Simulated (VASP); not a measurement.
Crystal: AlAs.

```
Al As
1.0
     0.00000    2.83040    2.83040
     2.83040    0.00000    2.83040
     2.83040    2.83040    0.00000
Al As
1 1
Direct
  0.00000 0.00000 0.00000
  0.25000 0.25000 0.25000
```

```yaml
Program: VASP 6.6.1
Task: relaxation of cell and atoms
Functional: PBE
Potentials_or_basis: VASP PAW PBE potentials, release 64 (Al, As)
Cutoff: 600 eV
k_mesh: 8 × 8 × 8
Occupations: gaussian, width 0.02 eV
Spin: no spin polarisation
```

At the start: pressure 2.8 GPa; volume 22.67 Å³/atom.

**Question.** Where does the relaxation end?

**Answer.** Over 3 steps the energy falls by 7.3 meV/atom and the volume is 23.55 Å³/atom (+3.9 %); space group F-43m (No. 216, to 0.05 Å).

Step by step:
```
step  energy change (eV)  largest force (eV/Å)  pressure (GPa)  volume (Å³)
   1              0.0000                0.0000            2.77        45.35
   2             -0.0114                0.0000           -1.18        47.97
   3             -0.0146                0.0000            0.01        47.10
```

Final structure:
```
Al As
1.0
     0.00000    2.86635    2.86635
     2.86635    0.00000    2.86635
     2.86635    2.86635    0.00000
Al As
1 1
Direct
  0.00000 0.00000 0.00000
  0.25000 0.25000 0.25000
```
